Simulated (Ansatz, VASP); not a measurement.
# Mn: VASP beside Ansatz

```xyz
4
Lattice="2.5235 0.0000 0.0000 -1.2618 2.1855 0.0000 0.0000 0.0000 8.1648" Properties=species:S:1:pos:R:3 pbc="T T T"
Mn    1.2618    2.1855    0.0000
Mn    2.5235    0.0000    4.0824
Mn    0.0000    1.4570    2.0412
Mn    1.2618    0.7285    6.1236
```

Alike in both runs: task single point; functional r2SCAN; k mesh 16 × 16 × 5; occupations fermi-dirac, width 0.1 eV; no spin polarisation.

|  | VASP | Ansatz |
| --- | --- | --- |
| version | VASP 6.6.1 | Ansatz 0.2.0 |
| potentials or method | VASP PAW PBE potentials, release 64 (Mn_pv), cutoff 520 eV | plane waves (500 eV) with PAW, scalar-relativistic |
| valence electrons in the cell | 52 | 60 |

|  | VASP | Ansatz | Ansatz less VASP |
| --- | --- | --- | --- |
| pressure (GPa) | -19.7 | -20.0 | -0.29 |
| traceless stress, the component that is largest in VASP (GPa) | -0.08 | 0.06 | +0.136 |

VASP's potentials were made for PBE, not for r2SCAN. VASP's potentials hold 52 valence electrons a cell and Ansatz's 60, so a difference there can come from the potentials and not from the codes.
